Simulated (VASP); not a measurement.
# Ta in VASP: single point with PBE

Aim: the single point of Ta with PBE.

Everything below comes from runs of VASP 6.6.1. Logs are shortened: lines on timing, memory, paths and dates and some standing lists are left out, and cuts for length are marked.

**1. The cell of the first run**

The cell holds a slab with vacuum, 16 atoms: a = 6.638 Å, b = 6.638 Å, c = 25.325 Å, α = 90.00°, β = 90.00°, γ = 90.00°.

**2. Single point, PBE**

Input file INCAR:

```
PREC     = Accurate       # precision mode
ENCUT    = 520            # plane-wave cutoff, eV
EDIFF    = 1E-6           # SCF threshold, eV
ISMEAR   = 0              # smearing method
SIGMA    = 0.1            # smearing width, eV
LREAL    = Auto         
LASPH    = True           # aspherical terms in the spheres
NELM     = 100            # most SCF steps
ALGO     = Normal         # electronic algorithm
ISIF     = 2              # what is computed and relaxed
LWAVE    = False          # write WAVECAR
LCHARG   = False          # write CHGCAR
LDIPOL   = True         
IDIPOL   = 3            
DIPOL    = 0.5 0.5 0.413
GGA      = PE             # functional
NBANDS   = 102            # bands
```

Input file KPOINTS:

```
Automatic mesh
0
Gamma
  3 3 1
```

Input file POSCAR:

```
Ta
1.0
    6.6375792808      0.0000000000      0.0000000000
    0.0000000000      6.6375792808      0.0000000000
    0.0000000000      0.0000000000     25.3248844606
Ta
16
Direct
    0.2500000000      0.7500000000      0.3158948271
    0.2500000000      0.2500000000      0.3158948271
    0.7500000000      0.7500000000      0.3158948271
    0.7500000000      0.2500000000      0.3158948271
    0.5000000000      0.5000000000      0.3814191072
    0.5000000000      0.0000000000      0.3814191072
    0.0000000000      0.5000000000      0.3814191072
    0.0000000000      0.0000000000      0.3814191072
    0.7500598948      0.2500585123      0.4457214392
    0.7579149551      0.7500382114      0.4457938459
    0.2488362145      0.2500220697      0.4467686087
    0.2433627287      0.7500444498      0.4462609260
   -0.0016824809      0.0216967434      0.5132560380
   -0.0017485021      0.4785711029      0.5132355537
    0.5049013165     -0.0118865360      0.5024495137
    0.5047900977      0.5119987032      0.5024490291
```

Potentials or basis: VASP PAW PBE potentials, release 64 (Ta_pv).

The run is started by

```sh
$ cat potpaw_PBE.64/Ta_pv/POTCAR > POTCAR
$ mpirun -np 1 vasp_std > vasp.out
```

OUTCAR:

```text
PREC = Accurate
   ENCUT = 520
   EDIFF = 1E-6
   ISMEAR = 0
   LREAL = Auto
   LASPH = True
   NELM = 100
   ISIF = 2
   GGA = PE

 ion  position               nearest neighbor table
   1  0.250  0.750  0.316-   5 2.87   6 2.87   7 2.87   8 2.87  12 3.30   3 3.32   2 3.32   2 3.32
                             3 3.32
   2  0.250  0.250  0.316-   5 2.87   6 2.87   7 2.87   8 2.87  11 3.31   4 3.32   1 3.32   1 3.32
                             4 3.32
   3  0.750  0.750  0.316-   5 2.87   6 2.87   7 2.87   8 2.87  10 3.29   4 3.32   1 3.32   4 3.32
                             1 3.32
   4  0.750  0.250  0.316-   5 2.87   6 2.87   7 2.87   8 2.87   9 3.29   3 3.32   2 3.32   3 3.32
                             2 3.32
   5  0.500  0.500  0.381-   9 2.86   2 2.87   3 2.87   4 2.87   1 2.87  11 2.88  10 2.89  12 2.89
                            16 3.07   7 3.32   6 3.32   6 3.32   7 3.32
   6  0.500  0.000  0.381-   9 2.86   2 2.87   3 2.87   4 2.87   1 2.87  11 2.88  10 2.89  12 2.89
                            15 3.07   8 3.32   5 3.32   5 3.32   8 3.32
   7  0.000  0.500  0.381-  10 2.83  12 2.84   9 2.86  11 2.87   1 2.87   2 2.87   3 2.87   4 2.87
                             5 3.32   8 3.32   8 3.32   5 3.32  14 3.34
   8  0.000  0.000  0.381-  10 2.83  12 2.84   9 2.86  11 2.87   1 2.87   2 2.87   3 2.87   4 2.87
                             6 3.32   7 3.32   7 3.32   6 3.32  13 3.34
   9  0.750  0.250  0.446-  15 2.78  16 2.78  14 2.82  13 2.82   7 2.86   8 2.86   5 2.86   6 2.86
                             4 3.29  11 3.31  10 3.32  10 3.32  11 3.33
  10  0.758  0.750  0.446-  15 2.72  16 2.72   8 2.83   7 2.83   6 2.89   5 2.89  14 2.95  13 2.95
                            12 3.22   3 3.29   9 3.32   9 3.32  12 3.42
  11  0.249  0.250  0.447-  13 2.81  16 2.81  15 2.81  14 2.81   7 2.87   8 2.87   5 2.88   6 2.88
                             9 3.31   2 3.31  12 3.32  12 3.32   9 3.33
  12  0.243  0.750  0.446-  16 2.74  15 2.75   8 2.84   7 2.84   6 2.89   5 2.89  14 2.96  13 2.96
                            10 3.22   1 3.30  11 3.32  11 3.32  10 3.42
  13  0.998  0.022  0.513-  11 2.81   9 2.82  10 2.95  12 2.96  14 3.03  15 3.29   8 3.34  15 3.38
                            14 3.61
  14  0.998  0.479  0.513-  11 2.81   9 2.82  10 2.95  12 2.96  13 3.03  16 3.29   7 3.34  16 3.38
                            13 3.61
  15  0.505  0.988  0.502-  10 2.72  12 2.75   9 2.78  11 2.81   6 3.07  16 3.16  13 3.29  13 3.38
                            16 3.48
  16  0.505  0.512  0.502-  10 2.72  12 2.74   9 2.78  11 2.81   5 3.07  15 3.16  14 3.29  14 3.38
                            15 3.48

  LATTYP: Found a simple tetragonal cell.
 ALAT       =     6.6375792808
 C/A-ratio  =     3.8153795818

  Lattice vectors:

 A1 = (   6.6375792808,   0.0000000000,   0.0000000000)
 A2 = (   0.0000000000,   6.6375792808,   0.0000000000)
 A3 = (   0.0000000000,   0.0000000000,  25.3248844606)

Analysis of symmetry for initial positions (statically):
=====================================================================
 Subroutine PRICEL returns:
 Original cell was already a primitive cell.

 Routine SETGRP: Setting up the symmetry group for a
 simple tetragonal supercell.

 Subroutine GETGRP returns: Found  1 space group operations
 (whereof  1 operations were pure point group operations)
 out of a pool of 16 trial point group operations.

The static configuration has the point symmetry C_1 .

Analysis of symmetry for dynamics (positions and initial velocities):
=====================================================================
 Subroutine PRICEL returns:
 Original cell was already a primitive cell.

 Routine SETGRP: Setting up the symmetry group for a
 simple tetragonal supercell.

 Subroutine GETGRP returns: Found  1 space group operations
 (whereof  1 operations were pure point group operations)
 out of a pool of 16 trial point group operations.

The dynamic configuration has the point symmetry C_1 .

 Subroutine INISYM returns: Found  1 space group operations
 (whereof  1 operations are pure point group operations),
 and found     1 'primitive' translations

----------------------------------------------------------------------------------------

                                     Primitive cell

  volume of cell :    1115.7501

  direct lattice vectors                    reciprocal lattice vectors
     6.637579281  0.000000000  0.000000000     0.150657334  0.000000000  0.000000000
     0.000000000  6.637579281  0.000000000     0.000000000  0.150657334  0.000000000
     0.000000000  0.000000000 25.324884461     0.000000000  0.000000000  0.039486853

  length of vectors
     6.637579281  6.637579281 25.324884461     0.150657334  0.150657334  0.039486853

  position of ions in fractional coordinates (direct lattice)
     0.250000000  0.750000000  0.315894827
     0.250000000  0.250000000  0.315894827
     0.750000000  0.750000000  0.315894827
     0.750000000  0.250000000  0.315894827
     0.500000000  0.500000000  0.381419107
     0.500000000  0.000000000  0.381419107
[... 8 lines left out ...]
     0.504901317  0.988113464  0.502449514
     0.504790098  0.511998703  0.502449029

  ion indices of the primitive-cell ions
   primitive index   ion index
                 1           1
                 2           2
                 3           3
                 4           4
                 5           5
                 6           6
[... 8 lines left out ...]
                15          15
                16          16

----------------------------------------------------------------------------------------

 KPOINTS: Automatic mesh

Automatic generation of k-mesh.
 Grid dimensions read from file:
 generate k-points for:    3    3    1

 Generating k-lattice:

  Cartesian coordinates                     Fractional coordinates (reciprocal lattice)
     0.050219111  0.000000000  0.000000000     0.333333333  0.000000000  0.000000000
     0.000000000  0.050219111  0.000000000     0.000000000  0.333333333  0.000000000
     0.000000000  0.000000000  0.039486853     0.000000000  0.000000000  1.000000000

  Length of vectors
     0.050219111  0.050219111  0.039486853

  Shift w.r.t. Gamma in fractional coordinates (k-lattice)
     0.000000000  0.000000000  0.000000000

 Subroutine IBZKPT returns following result:
 ===========================================

 Found      5 irreducible k-points:

 Following reciprocal coordinates:
            Coordinates               Weight
  0.000000  0.000000  0.000000      1.000000
  0.333333  0.000000  0.000000      2.000000
  0.000000  0.333333  0.000000      2.000000
  0.333333  0.333333  0.000000      2.000000
 -0.333333  0.333333  0.000000      2.000000
   k-points           NKPTS =      5   k-points in BZ     NKDIM =      5   number of bands    NBANDS=    102
   number of dos      NEDOS =    301   number of ions     NIONS =     16
   total plane-waves  NPLWV = 480000
   dimension x,y,z NGX =    50 NGY =   50 NGZ =  192
   dimension x,y,z NGXF=   100 NGYF=  100 NGZF=  384
   ions per type =              16
   NGX,Y,Z   is equivalent  to a cutoff of  12.52, 12.52, 12.60 a.u.
   NGXF,Y,Z  is equivalent  to a cutoff of  25.05, 25.05, 25.21 a.u.
 SYSTEM =  unknown system
   PREC   = accura    normal or accurate (medium, high low for compatibility)
   ISTART =      0    job   : 0-new  1-cont  2-samecut
   ICHARG =      2    charge: 1-file 2-atom 10-const
   ISPIN  =      1    spin polarized calculation?
   LNONCOLLINEAR =      F non collinear calculations
   LSORBIT =      F    spin-orbit coupling
   LASPH  =      T    aspherical Exc in radial PAW
   ENCUT  =  520.0 eV  38.22 Ry    6.18 a.u.  12.34 12.34 47.09*2*pi/ulx,y,z
   NELM   =    100;   NELMIN=  2; NELMDL= -5     # of ELM steps
   EDIFF  = 0.1E-05   stopping-criterion for ELM
   LREAL  =      T    real-space projection
   EDIFFG = 0.1E-04   stopping-criterion for IOM
   NSW    =      0    number of steps for IOM
   IBRION =     -1    ionic relax: 0-MD 1-quasi-New 2-CG
   NFREE  =      0    steps in history (QN), initial steepest desc. (CG)
   ISIF   =      2    stress and relaxation
   ISYM   =      2    0-nonsym 1-usesym 2-fastsym
   POTIM  = 0.5000    time-step for ionic-motion
   TEBEG  =    0.0;   TEEND  =   0.0 temperature during run
   PSTRESS=    0.0 pullay stress
   NELECT =     176.0000    total number of electrons
   NUPDOWN=      -1.0000    fix difference up-down
   EMIN   =  10.00;   EMAX   =-10.00  energy-range for DOS
   EFERMI =   0.00;   METHOD = LEGACY
   ISMEAR =     0;   SIGMA  =   0.10  broadening in eV -4-tet -1-fermi 0-gaus
   EFERMI_NEDOS =   21; number of points for ismear=-14 and -15
   IALGO  =     38    algorithm
   IMIX   =      4    mixing-type and parameters
     AMIX     =   0.40;   BMIX     =  1.00
     AMIX_MAG =   1.60;   BMIX_MAG =  1.00
  volume/ion in A,a.u.               =      69.73       470.59
  Fermi-wavevector in a.u.,A,eV,Ry     =   0.884552  1.671561 10.645639  0.782432
  Thomas-Fermi vector in A             =   2.005467
   LORBIT       =      0    0 simple, 1 ext, 2 COOP (PROOUT), +10 PAW based schemes
   GGA     = PE    functional components
   LHFCALC =     F    Hartree Fock is set to
   AEXX    =    0.0000 exact exchange contribution
   IVDW    =     0    specifies the selected vdW correction
   LEPSILON=     F    determine dielectric tensor
   LRPA    =     F    only Hartree local field effects (RPA)
 non-spin polarized calculation
 Gauss-broadening in eV      SIGMA  =   0.10
  energy-cutoff  :      520.00
  volume of cell :     1115.75
 maximum number of plane-waves:     30103
 NGX is ok and might be reduce to    50
   NGX = 25   NGY = 25   NGZ = 95

 dipolmoment           0.000000      0.000000      0.002024 electrons x Angstroem

 number of electron     175.9999973 magnetization

 dipolmoment           0.000000      0.000000     -0.035120 electrons x Angstroem

 Free energy of the ion-electron system (eV)
  ---------------------------------------------------
  ext. energy  EPLUGINS =         0.00000000
  ---------------------------------------------------
  free energy    TOTEN  =      -173.41373062 eV

  energy without entropy =     -173.27280628  energy(sigma->0) =     -173.34326845

 E-fermi :  -1.2185     XC(G=0):  -4.2426

 val. band max:       -1.2261270212   @ k =   0.3333   0.3333   0.0000
 cond. band min:      -1.1999345479   @ k =   0.0000   0.3333   0.0000
 fundamental gap:      0.0261924733
 Fermi energy:        -1.2185068284

 k-point     1 :       0.0000    0.0000    0.0000
  band No.  band energies     occupation
      1     -36.2239      2.00000
      2     -36.2155      2.00000
      3     -36.2133      2.00000
      4     -36.2032      2.00000
      5     -36.2029      2.00000
      6     -36.1986      2.00000
[... 92 lines left out ...]
     99       0.0541      0.00000
    100       0.0743      0.00000

 k-point     2 :       0.3333    0.0000    0.0000
  band No.  band energies     occupation
      1     -36.2033      2.00000
      2     -36.1967      2.00000
      3     -36.1961      2.00000
      4     -36.1845      2.00000
      5     -36.1752      2.00000
      6     -36.1708      2.00000
[... 298 lines left out ...]
     99      -0.6157      0.00000
    100      -0.5113      0.00000

 k-point     5 :      -0.3333    0.3333    0.0000
  band No.  band energies     occupation
      1     -36.1837      2.00000
      2     -36.1772      2.00000
      3     -36.1722      2.00000
      4     -36.1689      2.00000
      5     -36.1562      2.00000
      6     -36.1518      2.00000
[... 92 lines left out ...]
     99      -0.6155      0.00000
    100      -0.5113      0.00000
 [bands above 100 left out]

------------------------ aborting loop because EDIFF is reached ----------------------------------------

 vacuum level on the upper side and lower side of the slab       (xc-potential included)        -0.080         0.064

  FORCE on cell =-STRESS in cart. coord.  units (eV):
  Direction    XX          YY          ZZ          XY          YZ          ZX
  --------------------------------------------------------------------------------------
  -------------------------------------------------------------------------------------
  Total      -20.8706560    -20.3757178     -8.2539641     -0.0002945     -0.0104553     -0.2242088
  in kB      -29.9695186    -29.2588049    -11.8523984     -0.0004229     -0.0150134     -0.3219558
  external PRESSURE =     -23.6935740 kB  Pullay stress =       0.0000000 kB

 VOLUME and BASIS-vectors are now :
 -----------------------------------------------------------------------------
  energy-cutoff  :      520.00
  volume of cell :     1115.75
      direct lattice vectors                 reciprocal lattice vectors
     6.637579281  0.000000000  0.000000000     0.150657334  0.000000000  0.000000000
     0.000000000  6.637579281  0.000000000     0.000000000  0.150657334  0.000000000
     0.000000000  0.000000000 25.324884461     0.000000000  0.000000000  0.039486853

 POSITION                                       TOTAL-FORCE (eV/Angst)
 -----------------------------------------------------------------------------------
      1.65939      4.97818      8.00000        -0.082138     -0.000188      0.881105
      1.65939      1.65939      8.00000        -0.154275     -0.000073      0.936954
      4.97818      4.97818      8.00000         0.100861     -0.000170      0.818205
      4.97818      1.65939      8.00000         0.157510     -0.000118      0.929589
      3.31879      3.31879      9.65939        -0.071429      0.145245     -0.791127
      3.31879      0.00000      9.65939        -0.070341     -0.143007     -0.790528
[... 8 lines left out ...]
      3.35132      6.55868     12.72448        -0.078331      0.045294      0.402290
      3.35058      3.39843     12.72446        -0.075607     -0.046372      0.401807
 -----------------------------------------------------------------------------------
    total drift:                                0.000967      0.000643     -0.007186

  FREE ENERGIE OF THE ION-ELECTRON SYSTEM (eV)
  ---------------------------------------------------
  free  energy   TOTEN  =      -173.4137306197 eV

  energy  without entropy=     -173.2728062842  energy(sigma->0) =     -173.34326845

 vacuum level on the upper side and lower side of the slab         2.514         2.741
```

Wall time 19 min (1 thread of AMD EPYC 9R45 (Zen 5), shared host); peak memory 1 GiB.

Results:

```
Free energy            : -173.4137 eV
Largest force          : 1.035 eV/Å
Band gap on the k mesh : zero (bands 88 and 89 overlap by 0.13 eV)
```

Forces in eV/Å, atoms in the order of the input:
```
Ta  -0.082  0.000  0.881
Ta  -0.154  0.000  0.937
Ta   0.101  0.000  0.818
Ta   0.158  0.000  0.930
Ta  -0.071  0.145 -0.791
Ta  -0.070 -0.143 -0.791
Ta   0.055 -0.165 -1.019
Ta   0.055  0.168 -1.020
Ta   0.363 -0.002  0.325
Ta   0.112 -0.001  0.330
Ta  -0.243  0.000  0.260
Ta  -0.084 -0.001  0.371
Ta   0.007 -0.056 -1.019
Ta   0.009  0.055 -1.017
Ta  -0.078  0.045  0.402
Ta  -0.076 -0.046  0.402
```

Levels at points of the mesh, in eV from the Fermi level:
| k point | band 84 | band 85 | band 86 | band 87 | band 88 | band 89 | band 90 | band 91 | band 92 | band 93 |
| --- | --- | --- | --- | --- | --- | --- | --- | --- | --- | --- |
| (0.00, 0.00, 0.00) | -0.08 | -0.07 | -0.05 | 0.04 | 0.12 | 0.18 | 0.22 | 0.23 | 0.39 | 0.39 |

Caveat: spin-orbit coupling is left out, which moves the levels of the heavy elements.

The gap in the log of VASP goes by the Fermi energy; the results here count the filled bands.